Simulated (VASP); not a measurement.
# LiF (Fm-3m) in VASP: settings compared

The runs below take LiF through single point, with PBE+D4, LDA.

Everything below comes from runs of VASP 6.6.1. Logs are shortened: lines on timing, memory, paths and dates and some standing lists are left out, and cuts for length are marked.

### Step 1. The cell of the first run

The structure is cubic, space group Fm-3m (No. 225). Conventional cell: a = 4.071 Å, b = 4.071 Å, c = 4.071 Å, α = 90.00°, β = 90.00°, γ = 90.00°. Within 2.7 Å of Li (site symmetry m-3m) lie 6 F at 2.04 Å. Within 2.7 Å of F (site symmetry m-3m) lie 6 Li at 2.04 Å.

### Step 2. Single point, PBE+D4 (volume scaled by 1.02)

INCAR reads:

```
  PREC = Accurate
  ENCUT = 520
  EDIFF = 1E-7
  ISMEAR = 0
  SIGMA = 0.05
  LREAL = False
  LASPH = True
  NELM = 80
  ALGO = Normal
  ISIF = 2
  LWAVE = False
  LCHARG = True
  GGA = PE
  IVDW = 13
  LELF = True
  LVHAR = True
  NBANDS = 12
```

KPOINTS reads:

```
regular mesh
0
Gamma
  10 10 10
```

POSCAR reads:

```
LiF
1.0
    0.0000000000      2.0356904385      2.0356904385
    2.0356904385      0.0000000000      2.0356904385
    2.0356904385      2.0356904385      0.0000000000
Li F
1 1
Direct
    0.0000000000      0.0000000000      0.0000000000
    0.5000000000      0.5000000000      0.5000000000
```

Potentials or basis: VASP PAW PBE potentials, release 64 (Li_sv, F).

Command:

```bash
> cat potpaw_PBE.64/Li_sv/POTCAR potpaw_PBE.64/F/POTCAR > POTCAR
> mpirun -np 1 vasp_std > vasp.out
```

OUTCAR:

```text
PREC = Accurate
   ENCUT = 520
   EDIFF = 1E-7
   ISMEAR = 0
   LREAL = False
   LASPH = True
   NELM = 80
   ISIF = 2
   GGA = PE
   IVDW = 13

 ion  position               nearest neighbor table
   1  0.000  0.000  0.000-   2 2.04   2 2.04   2 2.04   2 2.04   2 2.04   2 2.04
   2  0.500  0.500  0.500-   1 2.04   1 2.04   1 2.04   1 2.04   1 2.04   1 2.04

  LATTYP: Found a face centered cubic cell.
 ALAT       =     4.0713808770

  Lattice vectors:

 A1 = (   0.0000000000,   2.0356904385,   2.0356904385)
 A2 = (   2.0356904385,   0.0000000000,   2.0356904385)
 A3 = (   2.0356904385,   2.0356904385,   0.0000000000)

Analysis of symmetry for initial positions (statically):
=====================================================================
 Subroutine PRICEL returns:
 Original cell was already a primitive cell.

 Routine SETGRP: Setting up the symmetry group for a
 face centered cubic supercell.

 Subroutine GETGRP returns: Found 48 space group operations
 (whereof 48 operations were pure point group operations)
 out of a pool of 48 trial point group operations.

The static configuration has the point symmetry O_h .

Analysis of symmetry for dynamics (positions and initial velocities):
=====================================================================
 Subroutine PRICEL returns:
 Original cell was already a primitive cell.

 Routine SETGRP: Setting up the symmetry group for a
 face centered cubic supercell.

 Subroutine GETGRP returns: Found 48 space group operations
 (whereof 48 operations were pure point group operations)
 out of a pool of 48 trial point group operations.

The dynamic configuration has the point symmetry O_h .

 Subroutine INISYM returns: Found 48 space group operations
 (whereof 48 operations are pure point group operations),
 and found     1 'primitive' translations

----------------------------------------------------------------------------------------

                                     Primitive cell

  volume of cell :      16.8719

  direct lattice vectors                    reciprocal lattice vectors
     0.000000000  2.035690439  2.035690439    -0.245616912  0.245616912  0.245616912
     2.035690439  0.000000000  2.035690439     0.245616912 -0.245616912  0.245616912
     2.035690439  2.035690439  0.000000000     0.245616912  0.245616912 -0.245616912

  length of vectors
     2.878901027  2.878901027  2.878901027     0.425420971  0.425420971  0.425420971

  position of ions in fractional coordinates (direct lattice)
     0.000000000  0.000000000  0.000000000
     0.500000000  0.500000000  0.500000000

  ion indices of the primitive-cell ions
   primitive index   ion index
                 1           1
                 2           2

----------------------------------------------------------------------------------------

 KPOINTS: regular mesh

Automatic generation of k-mesh.
 Grid dimensions read from file:
 generate k-points for:   10   10   10

 Generating k-lattice:

  Cartesian coordinates                     Fractional coordinates (reciprocal lattice)
    -0.024561691  0.024561691  0.024561691     0.100000000  0.000000000  0.000000000
     0.024561691 -0.024561691  0.024561691     0.000000000  0.100000000  0.000000000
     0.024561691  0.024561691 -0.024561691     0.000000000  0.000000000  0.100000000

  Length of vectors
     0.042542097  0.042542097  0.042542097

  Shift w.r.t. Gamma in fractional coordinates (k-lattice)
     0.000000000  0.000000000  0.000000000

 Subroutine IBZKPT returns following result:
 ===========================================

 Found     47 irreducible k-points:

 Following reciprocal coordinates:
            Coordinates               Weight
  0.000000  0.000000  0.000000      1.000000
  0.100000  0.000000  0.000000      8.000000
  0.200000  0.000000  0.000000      8.000000
  0.300000  0.000000  0.000000      8.000000
  0.400000  0.000000  0.000000      8.000000
  0.500000  0.000000  0.000000      4.000000
[... 16 lines left out ...]
  0.300000  0.300000  0.000000      6.000000
  0.400000  0.300000  0.000000     24.000000
 [... further k-points ...]
   k-points           NKPTS =     47   k-points in BZ     NKDIM =     47   number of bands    NBANDS=     12
   number of dos      NEDOS =    301   number of ions     NIONS =      2
   total plane-waves  NPLWV =  13824
   dimension x,y,z NGX =    24 NGY =   24 NGZ =   24
   dimension x,y,z NGXF=    48 NGYF=   48 NGZF=   48
   ions per type =               1   1
   NGX,Y,Z   is equivalent  to a cutoff of  13.86, 13.86, 13.86 a.u.
   NGXF,Y,Z  is equivalent  to a cutoff of  27.72, 27.72, 27.72 a.u.
 SYSTEM =  unknown system
   PREC   = accura    normal or accurate (medium, high low for compatibility)
   ISTART =      0    job   : 0-new  1-cont  2-samecut
   ICHARG =      2    charge: 1-file 2-atom 10-const
   ISPIN  =      1    spin polarized calculation?
   LNONCOLLINEAR =      F non collinear calculations
   LSORBIT =      F    spin-orbit coupling
   LASPH  =      T    aspherical Exc in radial PAW
   ENCUT  =  520.0 eV  38.22 Ry    6.18 a.u.   5.35  5.35  5.35*2*pi/ulx,y,z
   NELM   =     80;   NELMIN=  2; NELMDL= -5     # of ELM steps
   EDIFF  = 0.1E-06   stopping-criterion for ELM
   LREAL  =      F    real-space projection
   EDIFFG = 0.1E-05   stopping-criterion for IOM
   NSW    =      0    number of steps for IOM
   IBRION =     -1    ionic relax: 0-MD 1-quasi-New 2-CG
   NFREE  =      0    steps in history (QN), initial steepest desc. (CG)
   ISIF   =      2    stress and relaxation
   ISYM   =      2    0-nonsym 1-usesym 2-fastsym
   POTIM  = 0.5000    time-step for ionic-motion
   TEBEG  =    0.0;   TEEND  =   0.0 temperature during run
   PSTRESS=    0.0 pullay stress
   NELECT =      10.0000    total number of electrons
   NUPDOWN=      -1.0000    fix difference up-down
   EMIN   =  10.00;   EMAX   =-10.00  energy-range for DOS
   EFERMI =   0.00;   METHOD = LEGACY
   ISMEAR =     0;   SIGMA  =   0.05  broadening in eV -4-tet -1-fermi 0-gaus
   EFERMI_NEDOS =   21; number of points for ismear=-14 and -15
   IALGO  =     38    algorithm
   IMIX   =      4    mixing-type and parameters
     AMIX     =   0.40;   BMIX     =  1.00
     AMIX_MAG =   1.60;   BMIX_MAG =  1.00
  volume/ion in A,a.u.               =       8.44        56.93
  Fermi-wavevector in a.u.,A,eV,Ry     =   1.375160  2.598675 25.729486  1.891064
  Thomas-Fermi vector in A             =   2.500521
   LORBIT       =      0    0 simple, 1 ext, 2 COOP (PROOUT), +10 PAW based schemes
   GGA     = PE    functional components
   LHFCALC =     F    Hartree Fock is set to
   AEXX    =    0.0000 exact exchange contribution
   IVDW    =    13    specifies the selected vdW correction
   LEPSILON=     F    determine dielectric tensor
   LRPA    =     F    only Hartree local field effects (RPA)
 non-spin polarized calculation
 Gauss-broadening in eV      SIGMA  =   0.05
  energy-cutoff  :      520.00
  volume of cell :       16.87
 maximum number of plane-waves:       469
 NGX is ok and might be reduce to    24
   NGX = 11   NGY = 11   NGZ = 11

 number of electron      10.0000000 magnetization

 number of electron       9.9999993 magnetization

 Free energy of the ion-electron system (eV)
  ---------------------------------------------------
  ext. energy  EPLUGINS =         0.00000000
  ---------------------------------------------------
  free energy    TOTEN  =        -9.64085412 eV

  energy without entropy =       -9.64085412  energy(sigma->0) =       -9.64085412

 E-fermi :  -0.8477     XC(G=0):  -9.8269

 val. band max:       -1.2088612334   @ k =   0.0000   0.0000   0.0000
 cond. band min:       7.5988243905   @ k =   0.0000   0.0000   0.0000
 fundamental gap:      8.8076856239
 Fermi energy:        -0.8477477844

 k-point     1 :       0.0000    0.0000    0.0000
  band No.  band energies     occupation
      1     -42.2038      2.00000
      2     -21.0964      2.00000
      3      -1.2089      2.00000
      4      -1.2089      2.00000
      5      -1.2089      2.00000
      6       7.5988      0.00000
      7      22.3349      0.00000
      8      22.3349      0.00000
      9      22.3349      0.00000
     10      22.7986      0.00000
     11      22.7986      0.00000
     12      22.7986      0.00000

 k-point     2 :       0.1000    0.0000    0.0000
  band No.  band energies     occupation
      1     -42.1990      2.00000
      2     -21.0596      2.00000
      3      -1.4870      2.00000
      4      -1.2307      2.00000
      5      -1.2307      2.00000
      6       7.8929      0.00000
      7      19.7645      0.00000
      8      21.1424      0.00000
      9      21.1424      0.00000
     10      23.7997      0.00000
     11      23.7997      0.00000
     12      23.8000      0.00000

 k-point     3 :       0.2000    0.0000    0.0000
  band No.  band energies     occupation
      1     -42.1863      2.00000
      2     -20.9611      2.00000
      3      -2.1520      2.00000
      4      -1.2868      2.00000
      5      -1.2868      2.00000
      6       8.5519      0.00000
      7      17.3248      0.00000
      8      19.6896      0.00000
      9      19.6897      0.00000
     10      24.7362      0.00000
     11      25.1265      0.00000
     12      25.1266      0.00000

 k-point     4 :       0.3000    0.0000    0.0000
  band No.  band energies     occupation
      1     -42.1705      2.00000
      2     -20.8342      2.00000
      3      -2.8856      2.00000
      4      -1.3538      2.00000
      5      -1.3538      2.00000
      6       9.1362      0.00000
      7      15.8272      0.00000
      8      18.4790      0.00000
      9      18.4790      0.00000
     10      26.0466      0.00000
     11      26.7641      0.00000
     12      26.7641      0.00000

 k-point     5 :       0.4000    0.0000    0.0000
  band No.  band energies     occupation
      1     -42.1579      2.00000
      2     -20.7283      2.00000
      3      -3.4308      2.00000
      4      -1.4063      2.00000
      5      -1.4063      2.00000
      6       9.3713      0.00000
      7      15.2466      0.00000
      8      17.6977      0.00000
      9      17.6977      0.00000
     10      27.5729      0.00000
     11      28.4354      0.00000
     12      28.4354      0.00000
[... 228 lines left out ...]
      1     -42.1538      2.00000
      2     -20.6660      2.00000
      3      -3.1313      2.00000
      4      -2.3052      2.00000
      5      -1.4403      2.00000
      6      10.4955      0.00000
      7      14.4342      0.00000
      8      17.8287      0.00000
      9      17.9173      0.00000
     10      27.1838      0.00000
     11      27.4682      0.00000
     12      27.7122      0.00000

 k-point    22 :      -0.2000    0.2000    0.0000
  band No.  band energies     occupation
      1     -42.1655      2.00000
      2     -20.7786      2.00000
      3      -2.7531      2.00000
      4      -2.0314      2.00000
      5      -1.3130      2.00000
      6       9.8107      0.00000
      7      15.2292      0.00000
      8      18.2334      0.00000
      9      18.4801      0.00000
     10      25.6785      0.00000
     11      25.9615      0.00000
     12      28.4159      0.00000

 k-point    23 :       0.3000    0.3000    0.0000
  band No.  band energies     occupation
      1     -42.1610      2.00000
      2     -20.7042      2.00000
      3      -3.0346      2.00000
      4      -1.8397      2.00000
      5      -1.8397      2.00000
      6      10.7497      0.00000
      7      16.5388      0.00000
      8      17.5056      0.00000
      9      18.8486      0.00000
     10      18.8486      0.00000
     11      32.5206      0.00000
     12      32.8416      0.00000

 k-point    24 :       0.4000    0.3000    0.0000
  band No.  band energies     occupation
      1     -42.1515      2.00000
      2     -20.6019      2.00000
      3      -3.4286      2.00000
      4      -2.0401      2.00000
      5      -1.9334      2.00000
      6      11.5750      0.00000
      7      15.3796      0.00000
      8      16.9898      0.00000
      9      18.5999      0.00000
     10      19.6632      0.00000
     11      31.9810      0.00000
     12      33.1352      0.00000

 [... further k-points ...]

------------------------ aborting loop because EDIFF is reached ----------------------------------------

  DFT-D4 for vdW energy calculation

  Edisp (eV):   -0.12142

  FORCE on cell =-STRESS in cart. coord.  units (eV):
  Direction    XX          YY          ZZ          XY          YZ          ZX
  --------------------------------------------------------------------------------------
  -------------------------------------------------------------------------------------
  Total      -0.18655    -0.18655    -0.18655     0.00000     0.00000    -0.00000
  in kB     -17.71526   -17.71526   -17.71526     0.00000     0.00000    -0.00000
  external pressure =      -17.72 kB  Pullay stress =        0.00 kB

 VOLUME and BASIS-vectors are now :
 -----------------------------------------------------------------------------
  energy-cutoff  :      520.00
  volume of cell :       16.87
      direct lattice vectors                 reciprocal lattice vectors
     0.000000000  2.035690439  2.035690439    -0.245616912  0.245616912  0.245616912
     2.035690439  0.000000000  2.035690439     0.245616912 -0.245616912  0.245616912
     2.035690439  2.035690439  0.000000000     0.245616912  0.245616912 -0.245616912

 POSITION                                       TOTAL-FORCE (eV/Angst)
 -----------------------------------------------------------------------------------
      0.00000      0.00000      0.00000         0.000000      0.000000     -0.000000
      2.03569      2.03569      2.03569        -0.000000     -0.000000      0.000000
 -----------------------------------------------------------------------------------
    total drift:                               -0.000000     -0.000000      0.000000

  FREE ENERGIE OF THE ION-ELECTRON SYSTEM (eV)
  ---------------------------------------------------
  free  energy   TOTEN  =        -9.7622748918 eV

  energy  without entropy=       -9.7622748918  energy(sigma->0) =       -9.76227489
```

Wall time 12 s (1 thread of Intel Xeon Platinum 8488C (Sapphire Rapids), shared host); peak memory 0.13 GiB.

Results:

```
Free energy                : -9.7623 eV
Band gap on the k mesh     : 8.81 eV, direct
Dispersion energy per atom : -0.061 eV
```

Caveat: the cell differs from its parent crystal (volume scaled by 1.02); the cutoff is under 1.25 times the usual one of these potentials, so pressure, stress and relaxed cells hold a basis-set (Pulay) error. A k mesh can miss the band edges.

### Step 3. Single point, LDA

This run uses another cell than the first one, of 7.47 Å³/atom, 0.885 times its volume.

INCAR reads:

```
ALGO = Normal
EDIFF = 1E-7
ENCUT = 520
ISIF = 2
ISMEAR = 0
LASPH = True
LCHARG = False
LREAL = False
LWAVE = False
NBANDS = 12
NELM = 100
PREC = Accurate
SIGMA = 0.05
```

KPOINTS reads:

```
k-points
0
Gamma
  10 10 10
```

POSCAR reads:

```
LiF
1.0
    0.0000000000      1.9544423580      1.9544423580
    1.9544423580      0.0000000000      1.9544423580
    1.9544423580      1.9544423580      0.0000000000
Li F
1 1
Direct
    0.0000000000      0.0000000000      0.0000000000
    0.5000000000      0.5000000000      0.5000000000
```

Potentials or basis: VASP PAW LDA potentials, release 64 (Li_sv, F).

Command:

```bash
> cat potpaw_LDA.64/Li_sv/POTCAR potpaw_LDA.64/F/POTCAR > POTCAR
> mpirun -np 1 vasp_std > vasp.out
```

Run time: 5.5 s. Hardware: 1 thread of Intel Xeon Platinum 8259CL at 2.50GHz (Skylake/Cascade Lake), shared host; peak memory 0.12 GiB.

It converged, with:

| Item | Value |
| --- | --- |
| Free energy | -10.5003 eV |
| Band gap on the k mesh | 9.69 eV, direct |

Levels at points of the mesh, in eV from the valence-band top:
| k point | band 3 | band 4 | band 5 | band 6 | band 7 | band 8 |
| --- | --- | --- | --- | --- | --- | --- |
| (0.00, 0.00, 0.00) | 0.00 | 0.00 | 0.00 | 9.69 | 24.63 | 24.63 |
| (0.50, 0.00, 0.00) | -2.86 | -0.26 | -0.26 | 10.84 | 17.47 | 19.11 |
| (0.50, 0.50, 0.00) | -3.53 | -1.18 | -1.18 | 15.28 | 16.44 | 18.27 |

Caveat: the cutoff is under 1.25 times the usual one of these potentials, so pressure, stress and relaxed cells hold a basis-set (Pulay) error.

### Step 4. Single point, LDA (volume scaled by 0.98)

INCAR reads:

```
SYSTEM = LiF
ALGO = Normal
EDIFF = 1E-7
ENCUT = 520
ISIF = 2
ISMEAR = 0
LASPH = .TRUE.
LCHARG = .TRUE.
LELF = .TRUE.
LREAL = .FALSE.
LVHAR = .TRUE.
LWAVE = .FALSE.
NBANDS = 12
NELM = 80
PREC = Accurate
SIGMA = 0.05
```

KPOINTS reads:

```
k-points
0
G
  10 10 10
  0 0 0
```

POSCAR reads:

```
LiF
1.0
    0.0000000000      1.9413249000      1.9413249000
    1.9413249000      0.0000000000      1.9413249000
    1.9413249000      1.9413249000      0.0000000000
Li F
1 1
Direct
    0.0000000000      0.0000000000      0.0000000000
    0.5000000000      0.5000000000      0.5000000000
```

Command:

```bash
> cat potpaw_LDA.64/Li_sv/POTCAR potpaw_LDA.64/F/POTCAR > POTCAR
> mpirun -np 1 vasp_std > vasp.out
```

Wall time 6.3 s (1 thread of Intel Xeon Platinum 8259CL at 2.50GHz (Skylake/Cascade Lake), shared host); peak memory 0.11 GiB.

It converged, with:

- Free energy: -10.4981 eV
- Band gap on the k mesh: 9.90 eV, direct

Levels at points of the mesh, in eV from the valence-band top:
| k point | band 2 | band 3 | band 4 | band 5 | band 6 | band 7 | band 8 | band 9 |
| --- | --- | --- | --- | --- | --- | --- | --- | --- |
| (0.00, 0.00, 0.00) | -19.89 | 0.00 | 0.00 | 0.00 | 9.90 | 24.90 | 24.90 | 24.90 |
| (0.50, 0.00, 0.00) | -19.36 | -2.93 | -0.27 | -0.27 | 10.95 | 17.72 | 19.26 | 19.26 |
| (0.50, 0.50, 0.00) | -18.97 | -3.64 | -1.21 | -1.21 | 15.48 | 16.53 | 18.53 | 21.07 |

Caveat: the cell differs from its parent crystal (volume scaled by 0.98); the cutoff is under 1.25 times the usual one of these potentials, so pressure, stress and relaxed cells hold a basis-set (Pulay) error.

### Step 5. The runs side by side

```csv
level,potentials or basis,cell,gap on the mesh (eV)
PBE+D4,"VASP PAW PBE potentials, release 64 (Li_sv, F)","a = 2.879 Å, angles 60.0°, 2 atoms",8.81
LDA,"VASP PAW LDA potentials, release 64 (Li_sv, F)","a = 2.764 Å, angles 60.0°, 2 atoms",9.69
LDA,"VASP PAW LDA potentials, release 64 (Li_sv, F)","a = 2.745 Å, angles 60.0°, 2 atoms",9.90
```

Alike in all rows: task single point; no spin polarisation; k mesh 10 × 10 × 10; cutoff (eV) 520; smearing gaussian 0.05 eV.

Caveats: the cutoff is under 1.25 times the usual one of these potentials, so pressure, stress and relaxed cells hold a basis-set (Pulay) error.

Absolute energies hang on the potentials; compare differences alone.
